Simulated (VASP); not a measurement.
Wanted: the native input for a VASP 6.6.1 run.

```yaml
Task: single point
Functional: r2SCAN
Potentials_or_basis: VASP PAW PBE potentials, release 64 (Ta_sv_GW, N)
Cutoff: 770 eV
k_mesh: 18 × 18 × 18
Occupations: gaussian, width 0.15 eV
Spin: no spin polarisation
Dipole_correction: no
Further_INCAR_settings: ALGO = Normal; EDIFF = 1e-06; NBANDS = 16
```

The system is TaN.

```
Ta N
1.0
     0.00000    2.17900    2.17900
     2.17900    0.00000    2.17900
     2.17900    2.17900    0.00000
Ta N
1 1
Direct
  0.47705 0.47705 0.52295
  0.00000 0.00000 0.00000
```

This cell differs from its parent crystal: all Ta atoms moved -0.100 Å, as atom 1 along Cartesian [0 0 1].

One way to write it, as run:

POSCAR

```
TaN
1.0
    0.0000000000      2.1790000000      2.1790000000
    2.1790000000      0.0000000000      2.1790000000
    2.1790000000      2.1790000000      0.0000000000
Ta N
1 1
Direct
    0.4770536944      0.4770536944      0.5229463056
    0.0000000000      0.0000000000      0.0000000000
```

INCAR.step1

```
PREC = Accurate
ENCUT = 770
ISMEAR = 0
SIGMA = 0.15
LREAL = False
LASPH = True
NELM = 120
NBANDS = 16
GGA = PE
ALGO = Normal
EDIFF = 1E-5
LWAVE = True
LCHARG = False
GGA_COMPAT = False
```

INCAR.step2

```
PREC = Accurate
ENCUT = 770
EDIFF = 1E-6
ISMEAR = 0
SIGMA = 0.15
LREAL = False
LASPH = True
NELM = 120
ALGO = Normal
ISIF = 2
LWAVE = False
LCHARG = False
METAGGA = R2SCAN
LMIXTAU = True
NBANDS = 16
ISTART = 1
GGA_COMPAT = False
```

KPOINTS

```
regular mesh
0
Gamma
  18 18 18
```

Potentials or basis: VASP PAW PBE potentials, release 64 (Ta_sv_GW, N).

The run is started by

```bash
$ cat potpaw_PBE.64/Ta_sv_GW/POTCAR potpaw_PBE.64/N/POTCAR > POTCAR
$ cp INCAR.step1 INCAR
$ mpirun -np 1 vasp_std > vasp.out
$ cp INCAR.step2 INCAR
$ mpirun -np 1 vasp_std > vasp.out
```

It gave:

```yaml
Pressure: 11.7 GPa
Largest_force: 0.960 eV/Å
Band_gap_on_the_k_mesh: zero (bands 9 and 10 overlap by 3.91 eV)
```

Caveat: the cell differs from its parent crystal (all Ta atoms moved -0.100 Å, as atom 1 along Cartesian [0 0 1]); the stress differs along the axes, from 10 to 15 GPa; the PAW data sets were made with another functional, which shifts forces and pressure a little; spin-orbit coupling is left out, which moves the levels of the heavy elements.

Run time: 8.3 min on 1 thread of Intel(R) Xeon(R) 6975P-C (Granite Rapids) (shared host), peak memory 0.43 GiB.
